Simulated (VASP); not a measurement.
# Ga7P7H12 in VASP: single point with PBE

Aim: the single point of Ga7P7H12 with PBE.

Everything below comes from runs of VASP 6.6.1. Logs are shortened: lines on timing, memory, paths and dates and some standing lists are left out, and cuts for length are marked.

**1. The cell of the first run**

The cell holds a wire or tube with vacuum around it, 26 atoms: a = 19.300 Å, b = 19.200 Å, c = 4.026 Å, α = 90.00°, β = 90.00°, γ = 90.00°.

**2. Single point, PBE**

INCAR

```
SYSTEM = Ga7P7H12
  PREC = Accurate
  ENCUT = 520
  EDIFF = 1E-6
  ISMEAR = 0
  SIGMA = 0.05
  LREAL = Auto
  LASPH = .True.
  NELM = 100
  ALGO = Normal
  ISIF = 2
  LWAVE = .False.
  LCHARG = .False.
  GGA = PE
  NBANDS = 88
```

KPOINTS

```
regular mesh
0
Gamma
  1 1 9
  0 0 0
```

POSCAR

```
Ga7P7H12
1.0
   19.3000000000      0.0000000000      0.0000000000
    0.0000000000     19.2000000000      0.0000000000
    0.0000000000      0.0000000000      4.0264816795
Ga P H
7 7 12
Direct
    0.5006308315      0.4974478932      0.0000000000
    0.4045793564      0.6328883596      0.5000000000
    0.3894964039      0.3582668217      0.5000000000
    0.5986661536      0.6528754244      0.5000000000
    0.6103731506      0.3604324566      0.5000000000
    0.2948036914      0.4950793477      0.0000000000
    0.7042245401      0.5028708442      0.0000000000
    0.5050898799      0.5672278318      0.5000000000
    0.4996195209      0.2985795888      0.5000000000
    0.6029455061      0.4288300317      0.0000000000
    0.4052420348      0.7033101108      0.0000000000
    0.3974393712      0.4275734891      0.0000000000
    0.3027288694      0.5657407307      0.5000000000
    0.6922757030      0.5714519560      0.5000000000
    0.4980551549      0.2490947980      0.2380981916
    0.4980551549      0.2490947980      0.7619018084
    0.3267971042      0.3066266049      0.5000000000
    0.5923054748      0.6962346083      0.1796140071
    0.5923054748      0.6962346083      0.8203859929
    0.6703296173      0.3057166336      0.5000000000
    0.4649769541      0.7464219757      0.0000000000
    0.3525830582      0.7551239548      0.0000000000
    0.2241326489      0.4554259441      0.0000000000
    0.7720951867      0.4580654807      0.0000000000
    0.2456155610      0.6128529677      0.5000000000
    0.7537870972      0.6125535804      0.5000000000
```

Potentials or basis: VASP PAW PBE potentials, release 64 (Ga_d, P, H).

Run with:

```
cat potpaw_PBE.64/Ga_d/POTCAR potpaw_PBE.64/P/POTCAR potpaw_PBE.64/H/POTCAR > POTCAR
mpirun -np 1 vasp_std > vasp.out
```

OUTCAR:

```text
SYSTEM = Ga7P7H12
   PREC = Accurate
   ENCUT = 520
   EDIFF = 1E-6
   ISMEAR = 0
   LREAL = Auto
   LASPH = .True.
   NELM = 100
   ISIF = 2
   GGA = PE

 ion  position               nearest neighbor table
   1  0.501  0.497  0.000-  10 2.37  12 2.40   8 2.42   8 2.42
   2  0.405  0.633  0.500-   8 2.31  13 2.35  11 2.43  11 2.43
   3  0.389  0.358  0.500-  17 1.56   9 2.41  12 2.42  12 2.42
   4  0.599  0.653  0.500-  18 1.54  19 1.54  14 2.39   8 2.44
   5  0.610  0.360  0.500-  20 1.56  10 2.41  10 2.41   9 2.45
   6  0.295  0.495  0.000-  23 1.56  12 2.37  13 2.43  13 2.43
   7  0.704  0.503  0.000-  24 1.57  14 2.42  14 2.42  10 2.42
   8  0.505  0.567  0.500-   2 2.31   1 2.42   1 2.42   4 2.44
   9  0.500  0.299  0.500-  15 1.42  16 1.42   3 2.41   5 2.45
  10  0.603  0.429  0.000-   1 2.37   5 2.41   5 2.41   7 2.42
  11  0.405  0.703  0.000-  21 1.42  22 1.42   2 2.43   2 2.43
  12  0.397  0.428  0.000-   6 2.37   1 2.40   3 2.42   3 2.42
  13  0.303  0.566  0.500-  25 1.43   2 2.35   6 2.43   6 2.43
  14  0.692  0.571  0.500-  26 1.43   4 2.39   7 2.42   7 2.42
  15  0.498  0.249  0.238-   9 1.42
  16  0.498  0.249  0.762-   9 1.42
  17  0.327  0.307  0.500-   3 1.56
  18  0.592  0.696  0.180-   4 1.54
  19  0.592  0.696  0.820-   4 1.54
  20  0.670  0.306  0.500-   5 1.56
  21  0.465  0.746  0.000-  11 1.42
  22  0.353  0.755  0.000-  11 1.42
  23  0.224  0.455  0.000-   6 1.56
  24  0.772  0.458  0.000-   7 1.57
  25  0.246  0.613  0.500-  13 1.43
  26  0.754  0.613  0.500-  14 1.43

  LATTYP: Found a simple orthorhombic cell.
 ALAT       =     4.0264816795
 B/A-ratio  =     4.7684309847
 C/A-ratio  =     4.7932665628

  Lattice vectors:

 A1 = (   0.0000000000,   0.0000000000,  -4.0264816795)
 A2 = (   0.0000000000,  19.2000000000,   0.0000000000)
 A3 = (  19.3000000000,   0.0000000000,   0.0000000000)

Analysis of symmetry for initial positions (statically):
=====================================================================
 Subroutine PRICEL returns:
 Original cell was already a primitive cell.

 Routine SETGRP: Setting up the symmetry group for a
 simple orthorhombic supercell.

 Subroutine GETGRP returns: Found  2 space group operations
 (whereof  2 operations were pure point group operations)
 out of a pool of  8 trial point group operations.

The static configuration has the point symmetry C_1h.

Analysis of symmetry for dynamics (positions and initial velocities):
=====================================================================
 Subroutine PRICEL returns:
 Original cell was already a primitive cell.

 Routine SETGRP: Setting up the symmetry group for a
 simple orthorhombic supercell.

 Subroutine GETGRP returns: Found  2 space group operations
 (whereof  2 operations were pure point group operations)
 out of a pool of  8 trial point group operations.

The dynamic configuration has the point symmetry C_1h.

 Subroutine INISYM returns: Found  2 space group operations
 (whereof  2 operations are pure point group operations),
 and found     1 'primitive' translations

----------------------------------------------------------------------------------------

                                     Primitive cell

  volume of cell :    1492.0531

  direct lattice vectors                    reciprocal lattice vectors
    19.300000000  0.000000000  0.000000000     0.051813472  0.000000000  0.000000000
     0.000000000 19.200000000  0.000000000     0.000000000  0.052083333  0.000000000
     0.000000000  0.000000000  4.026481679     0.000000000  0.000000000  0.248355780

  length of vectors
    19.300000000 19.200000000  4.026481679     0.051813472  0.052083333  0.248355780

  position of ions in fractional coordinates (direct lattice)
     0.500630831  0.497447893  0.000000000
     0.404579356  0.632888360  0.500000000
     0.389496404  0.358266822  0.500000000
     0.598666154  0.652875424  0.500000000
     0.610373151  0.360432457  0.500000000
     0.294803691  0.495079348  0.000000000
[... 18 lines left out ...]
     0.245615561  0.612852968  0.500000000
     0.753787097  0.612553580  0.500000000

  ion indices of the primitive-cell ions
   primitive index   ion index
                 1           1
                 2           2
                 3           3
                 4           4
                 5           5
                 6           6
[... 18 lines left out ...]
                25          25
                26          26

----------------------------------------------------------------------------------------

 KPOINTS: regular mesh

Automatic generation of k-mesh.
 Grid dimensions read from file:
 generate k-points for:    1    1    9

 Generating k-lattice:

  Cartesian coordinates                     Fractional coordinates (reciprocal lattice)
     0.051813472  0.000000000  0.000000000     1.000000000  0.000000000  0.000000000
     0.000000000  0.052083333  0.000000000     0.000000000  1.000000000  0.000000000
     0.000000000  0.000000000  0.027595087     0.000000000  0.000000000  0.111111111

  Length of vectors
     0.051813472  0.052083333  0.027595087

  Shift w.r.t. Gamma in fractional coordinates (k-lattice)
     0.000000000  0.000000000  0.000000000

 Subroutine IBZKPT returns following result:
 ===========================================

 Found      5 irreducible k-points:

 Following reciprocal coordinates:
            Coordinates               Weight
  0.000000  0.000000  0.000000      1.000000
  0.000000  0.000000  0.111111      2.000000
  0.000000  0.000000  0.222222      2.000000
  0.000000  0.000000  0.333333      2.000000
  0.000000  0.000000  0.444444      2.000000
   k-points           NKPTS =      5   k-points in BZ     NKDIM =      5   number of bands    NBANDS=     88
   number of dos      NEDOS =    301   number of ions     NIONS =     26
   total plane-waves  NPLWV = 622080
   dimension x,y,z NGX =   144 NGY =  144 NGZ =   30
   dimension x,y,z NGXF=   288 NGYF=  288 NGZF=   60
   ions per type =               7   7  12
   NGX,Y,Z   is equivalent  to a cutoff of  12.40, 12.47, 12.39 a.u.
   NGXF,Y,Z  is equivalent  to a cutoff of  24.81, 24.94, 24.77 a.u.
 SYSTEM =  Ga7P7H12
   PREC   = accura    normal or accurate (medium, high low for compatibility)
   ISTART =      0    job   : 0-new  1-cont  2-samecut
   ICHARG =      2    charge: 1-file 2-atom 10-const
   ISPIN  =      1    spin polarized calculation?
   LNONCOLLINEAR =      F non collinear calculations
   LSORBIT =      F    spin-orbit coupling
   LASPH  =      T    aspherical Exc in radial PAW
   ENCUT  =  520.0 eV  38.22 Ry    6.18 a.u.  35.89 35.70  7.49*2*pi/ulx,y,z
   NELM   =    100;   NELMIN=  2; NELMDL= -5     # of ELM steps
   EDIFF  = 0.1E-05   stopping-criterion for ELM
   LREAL  =      T    real-space projection
   EDIFFG = 0.1E-04   stopping-criterion for IOM
   NSW    =      0    number of steps for IOM
   IBRION =     -1    ionic relax: 0-MD 1-quasi-New 2-CG
   NFREE  =      0    steps in history (QN), initial steepest desc. (CG)
   ISIF   =      2    stress and relaxation
   ISYM   =      2    0-nonsym 1-usesym 2-fastsym
   POTIM  = 0.5000    time-step for ionic-motion
   TEBEG  =    0.0;   TEEND  =   0.0 temperature during run
   PSTRESS=    0.0 pullay stress
   NELECT =     138.0000    total number of electrons
   NUPDOWN=      -1.0000    fix difference up-down
   EMIN   =  10.00;   EMAX   =-10.00  energy-range for DOS
   EFERMI =   0.00;   METHOD = LEGACY
   ISMEAR =     0;   SIGMA  =   0.05  broadening in eV -4-tet -1-fermi 0-gaus
   EFERMI_NEDOS =   21; number of points for ismear=-14 and -15
   IALGO  =     38    algorithm
   IMIX   =      4    mixing-type and parameters
     AMIX     =   0.40;   BMIX     =  1.00
     AMIX_MAG =   1.60;   BMIX_MAG =  1.00
  volume/ion in A,a.u.               =      57.39       387.26
  Fermi-wavevector in a.u.,A,eV,Ry     =   0.740355  1.399067  7.457692  0.548125
  Thomas-Fermi vector in A             =   1.834737
   LORBIT       =      0    0 simple, 1 ext, 2 COOP (PROOUT), +10 PAW based schemes
   GGA     = PE    functional components
   LHFCALC =     F    Hartree Fock is set to
   AEXX    =    0.0000 exact exchange contribution
   IVDW    =     0    specifies the selected vdW correction
   LEPSILON=     F    determine dielectric tensor
   LRPA    =     F    only Hartree local field effects (RPA)
 non-spin polarized calculation
 Gauss-broadening in eV      SIGMA  =   0.05
  energy-cutoff  :      520.00
  volume of cell :     1492.05
 maximum number of plane-waves:     40295
 NGX is ok and might be reduce to   144
   NGX = 71   NGY = 71   NGZ = 15

 number of electron     138.0000043 magnetization

 Free energy of the ion-electron system (eV)
  ---------------------------------------------------
  ext. energy  EPLUGINS =         0.00000000
  ---------------------------------------------------
  free energy    TOTEN  =      -100.77329191 eV

  energy without entropy =     -100.77329191  energy(sigma->0) =     -100.77329191

 E-fermi :  -1.6780     XC(G=0):  -2.9097

 val. band max:       -1.9261351636   @ k =   0.0000   0.0000   0.0000
 cond. band min:      -1.4539328613   @ k =   0.0000   0.0000   0.0000
 fundamental gap:      0.4722023023
 Fermi energy:        -1.6779646899

 k-point     1 :       0.0000    0.0000    0.0000
  band No.  band energies     occupation
      1     -18.0146      2.00000
      2     -17.9544      2.00000
      3     -17.9522      2.00000
      4     -17.8739      2.00000
      5     -17.8673      2.00000
      6     -17.4243      2.00000
[... 73 lines left out ...]
     80       0.7864      0.00000
     81       0.9416      0.00000

 k-point     2 :       0.0000    0.0000    0.1111
  band No.  band energies     occupation
      1     -18.0128      2.00000
      2     -17.9579      2.00000
      3     -17.9513      2.00000
      4     -17.8733      2.00000
      5     -17.8686      2.00000
      6     -17.4220      2.00000
[... 73 lines left out ...]
     80       0.7822      0.00000
     81       0.9590      0.00000

 k-point     3 :       0.0000    0.0000    0.2222
  band No.  band energies     occupation
      1     -18.0109      2.00000
      2     -17.9626      2.00000
      3     -17.9500      2.00000
      4     -17.8721      2.00000
      5     -17.8717      2.00000
      6     -17.4181      2.00000
[... 73 lines left out ...]
     80       1.0496      0.00000
     81       1.1538      0.00000

 k-point     4 :       0.0000    0.0000    0.3333
  band No.  band energies     occupation
      1     -18.0146      2.00000
      2     -17.9621      2.00000
      3     -17.9483      2.00000
      4     -17.8757      2.00000
      5     -17.8704      2.00000
      6     -17.4186      2.00000
[... 73 lines left out ...]
     80       1.2387      0.00000
     81       1.4800      0.00000

 k-point     5 :       0.0000    0.0000    0.4444
  band No.  band energies     occupation
      1     -18.0195      2.00000
      2     -17.9596      2.00000
      3     -17.9467      2.00000
      4     -17.8781      2.00000
      5     -17.8694      2.00000
      6     -17.4218      2.00000
[... 73 lines left out ...]
     80       1.3078      0.00000
     81       1.4305      0.00000
 [bands above 81 left out]

------------------------ aborting loop because EDIFF is reached ----------------------------------------

  FORCE on cell =-STRESS in cart. coord.  units (eV):
  Direction    XX          YY          ZZ          XY          YZ          ZX
  --------------------------------------------------------------------------------------
  -------------------------------------------------------------------------------------
  Total       -0.3708931     -0.3972343     -0.1894001     -0.0612167      0.0000000      0.0000000
  in kB       -0.3982677     -0.4265530     -0.2033792     -0.0657349      0.0000000      0.0000000
  external PRESSURE =      -0.3427333 kB  Pullay stress =       0.0000000 kB

 VOLUME and BASIS-vectors are now :
 -----------------------------------------------------------------------------
  energy-cutoff  :      520.00
  volume of cell :     1492.05
      direct lattice vectors                 reciprocal lattice vectors
    19.300000000  0.000000000  0.000000000     0.051813472  0.000000000  0.000000000
     0.000000000 19.200000000  0.000000000     0.000000000  0.052083333  0.000000000
     0.000000000  0.000000000  4.026481679     0.000000000  0.000000000  0.248355780

 POSITION                                       TOTAL-FORCE (eV/Angst)
 -----------------------------------------------------------------------------------
      9.66218      9.55100      0.00000        -0.013208      0.001103      0.000000
      7.80838     12.15146      2.01324         0.007939     -0.027694      0.000000
      7.51728      6.87872      2.01324        -0.037118     -0.004600      0.000000
     11.55426     12.53521      2.01324         0.007479      0.036339      0.000000
     11.78020      6.92030      2.01324         0.020799     -0.023839      0.000000
      5.68971      9.50552      0.00000        -0.019525     -0.023404      0.000000
[... 18 lines left out ...]
      4.74038     11.76678      2.01324         0.026494     -0.025907      0.000000
     14.54809     11.76103      2.01324        -0.014088     -0.014533      0.000000
 -----------------------------------------------------------------------------------
    total drift:                               -0.000312      0.007295     -0.000001

  FREE ENERGIE OF THE ION-ELECTRON SYSTEM (eV)
  ---------------------------------------------------
  free  energy   TOTEN  =      -100.7732919068 eV

  energy  without entropy=     -100.7732919068  energy(sigma->0) =     -100.77329191
```

Run time: 14 min. Hardware: 1 thread of AMD EPYC 9R45 (Zen 5), shared host; peak memory 1.4 GiB.

What came out:

| Item | Value |
| --- | --- |
| Free energy | -100.7733 eV |
| Largest force | 0.058 eV/Å |
| Band gap on the k mesh | 0.47 eV |

Forces in eV/Å, atoms in the order of the input:
```
Ga  -0.013  0.001  0.000
Ga   0.008 -0.028  0.000
Ga  -0.037 -0.005  0.000
Ga   0.007  0.036  0.000
Ga   0.021 -0.024  0.000
Ga  -0.020 -0.023  0.000
Ga   0.006 -0.029  0.000
P    0.000  0.010  0.000
P   -0.004 -0.044  0.000
P    0.005  0.010  0.000
P   -0.002  0.058  0.000
P    0.003  0.005  0.000
P   -0.032  0.042  0.000
P    0.015  0.017  0.000
H    0.013  0.023  0.021
H    0.013  0.023 -0.021
H    0.024  0.012  0.000
H   -0.009 -0.017  0.037
H   -0.009 -0.017 -0.037
H   -0.010  0.014  0.000
H   -0.016 -0.020  0.000
H    0.023 -0.027  0.000
H    0.019  0.012  0.000
H   -0.018  0.010  0.000
H    0.026 -0.026  0.000
H   -0.014 -0.015  0.000
```
